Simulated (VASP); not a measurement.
Runs of VASP 6.6.1 on KTaO3. The structure is that of space group Pm-3m (No. 221), or close to it. The cells are those of the table. 

```csv
level,potentials or basis,cell,cutoff (eV),second run,gap on the mesh (eV),pressure (GPa)
r2SCAN,"VASP PAW PBE potentials, release 64 (K_sv, Ta_sv_GW, O)","a = 4.030 Å, 5 atoms",660,valence_matched,2.53,-5.9
PBE,"VASP PAW PBE potentials, release 64 (K_sv, Ta_sv_GW, O)","a = 3.942 Å, 5 atoms",600,valence_matched,(b),13.6
r2SCAN,"VASP PAW PBE potentials, release 64 (K_sv, Ta_sv_GW, O)","a = 3.909 Å, 5 atoms",660,valence_matched,2.77,15.1
PBE,"VASP PAW PBE potentials, release 64 (K_sv, Ta_pv, O)","a = 4.024 Å, 5 atoms",520,-,2.11,0.6
PBE,"VASP PAW PBE potentials, release 64 (K_sv, Ta_pv, O)","a = 3.984 Å, 5 atoms",520,-,2.18,(a)
```

Alike in all rows: task single point; no spin polarisation; k mesh 6 × 6 × 6; smearing gaussian 0.01 eV.

Q: Estimate the missing entries.

A: (a) 6.8; (b) 2.29.

Caveats: spin-orbit coupling is left out, which moves the levels of the heavy elements; the PAW data sets were made with another functional, which shifts forces and pressure a little (some runs).

A k mesh can miss the band edges, and the runs leave out spin-orbit coupling on Ta.

The runs don't all hold the same shells in valence.
